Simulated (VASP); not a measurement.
BAs: single point with PBE

BAs:

```xyz
6
Lattice="2.9672 0.0000 0.0000 0.0000 3.3493 0.0000 0.0000 0.0000 7.7386" Properties=species:S:1:pos:R:3 pbc="T T T"
B     1.4836    1.6747    1.3779
B     1.4836    1.6747    6.3608
B     0.0000    0.0000    3.8693
As    1.4836    0.0000    2.4915
As    0.0000    1.6747    0.0000
As    1.4836    0.0000    5.2472
```

The cell was built from a structure type or drawn by symmetry, and may not be a known phase.

```json
{
  "Program": "VASP 6.6.1",
  "Task": "single point",
  "Functional": "PBE",
  "Potentials or basis": "VASP PAW PBE potentials, release 64 (B, As)",
  "Cutoff": "520 eV",
  "k mesh": "6 × 6 × 2",
  "Occupations": "gaussian, width 0.1 eV",
  "Spin": "no spin polarisation",
  "Dipole correction": "no",
  "Further INCAR settings": "ALGO = Normal; EDIFF = 1e-07; NBANDS = 21"
}
```

```
Pressure               : 23.4 GPa
Largest force          : 0.022 eV/Å
Band gap on the k mesh : zero (bands 12 and 13 overlap by 2.45 eV)
```

Forces in eV/Å, atoms in the order of the input:
```
B    0.000  0.000 -0.004
B    0.000  0.000  0.004
B    0.000  0.000  0.000
As   0.000  0.000  0.022
As   0.000  0.000  0.000
As   0.000  0.000 -0.022
```

Stress tensor (GPa, compression positive):
```
37.29  0.00  0.00
 0.00  5.64  0.00
 0.00  0.00 27.16
```

Levels at points of the mesh, in eV from the Fermi level:
```csv
k point,band 9,band 10,band 11,band 12,band 13,band 14,band 15,band 16
"(0.00, 0.00, 0.00)",-1.16,-0.94,-0.76,0.10,0.80,1.97,3.23,3.57
"(0.50, 0.00, 0.00)",-3.25,-2.71,-2.16,-0.06,1.54,2.14,2.81,3.44
"(0.00, 0.50, 0.00)",-2.83,-1.68,-1.64,-1.22,2.06,3.01,4.91,5.27
"(0.50, 0.50, 0.00)",-6.19,-5.63,-3.09,-1.91,-0.85,-0.45,2.70,2.82
"(0.00, 0.00, 0.50)",-2.32,-2.05,0.99,1.19,1.24,1.36,1.84,3.03
"(0.50, 0.00, 0.50)",-2.48,-2.43,-0.04,0.12,1.75,1.87,2.12,2.83
"(0.00, 0.50, 0.50)",-1.64,-1.21,-0.74,-0.15,2.04,2.97,4.44,4.54
"(0.50, 0.50, 0.50)",-5.71,-5.71,-2.57,-1.85,-1.26,-1.19,0.85,0.94
```

Run time: 92 s on 1 thread of AMD EPYC 7R13, on a shared host, peak memory 0.18 GiB.

Caveat: the k points lie up to 0.41 Å⁻¹ apart, too coarse for converged energies and pressures of a metal.
